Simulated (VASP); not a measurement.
Set up this calculation in VASP 6.6.1, as the native input.

```
Task                   : single point
Functional             : PBE
Potentials or basis    : VASP PAW PBE potentials, release 64 (Ta_pv, C)
Cutoff                 : 520 eV
k mesh                 : 11 × 11 × 1
Occupations            : gaussian, width 0.1 eV
Spin                   : no spin polarisation
Dipole correction      : yes
Further INCAR settings : ALGO = Normal; EDIFF = 1e-06; NBANDS = 48
```

The structure of TaC lies in POSCAR:

```
TaC
1.0
    3.1644852995      0.0000000000      0.0000000000
    0.0000000000      3.1644852995      0.0000000000
    0.0000000000      0.0000000000     23.9505160569
Ta C
5 5
Direct
    0.5000000000      0.5000000000      0.3131456534
    0.0000000000      0.0000000000      0.4065728267
    0.5000000000      0.5000000000      0.5000000000
    0.0000000000      0.0000000000      0.5934271733
    0.5000000000      0.5000000000      0.6868543466
    0.0000000000      0.0000000000      0.3131456534
    0.5000000000      0.5000000000      0.4065728267
    0.0000000000      0.0000000000      0.5000000000
    0.5000000000      0.5000000000      0.5934271733
    0.0000000000      0.0000000000      0.6868543466
```

The input as run:

INCAR

```
PREC     = Accurate       # precision mode
ENCUT    = 520            # plane-wave cutoff, eV
EDIFF    = 1E-6           # SCF threshold, eV
ISMEAR   = 0              # smearing method
SIGMA    = 0.1            # smearing width, eV
LREAL    = F              # projectors in reciprocal space
LASPH    = T              # aspherical terms in the spheres
NELM     = 100            # most SCF steps
ALGO     = Normal         # electronic algorithm
ISIF     = 2              # what is computed and relaxed
LWAVE    = F              # write WAVECAR
LCHARG   = F              # write CHGCAR
LDIPOL   = T            
IDIPOL   = 3            
DIPOL    = 0.5 0.5 0.500
GGA      = PE             # functional
NBANDS   = 48             # bands
```

KPOINTS

```
regular mesh
0
Gamma
  11 11 1
```

Potentials or basis: VASP PAW PBE potentials, release 64 (Ta_pv, C).

Command:

```console
$ cat potpaw_PBE.64/Ta_pv/POTCAR potpaw_PBE.64/C/POTCAR > POTCAR
$ mpirun -np 1 vasp_std > vasp.out
```

Results of the run:

```
Largest force          : 2.542 eV/Å
Band gap on the k mesh : zero (an odd number of electrons rules out a gap without spin polarisation)
```

Caveat: spin-orbit coupling is left out, which moves the levels of the heavy elements.

Wall time 4 min on 1 thread of Intel(R) Xeon(R) Platinum 8488C (Sapphire Rapids), with other jobs on the host, peak memory 0.41 GiB.
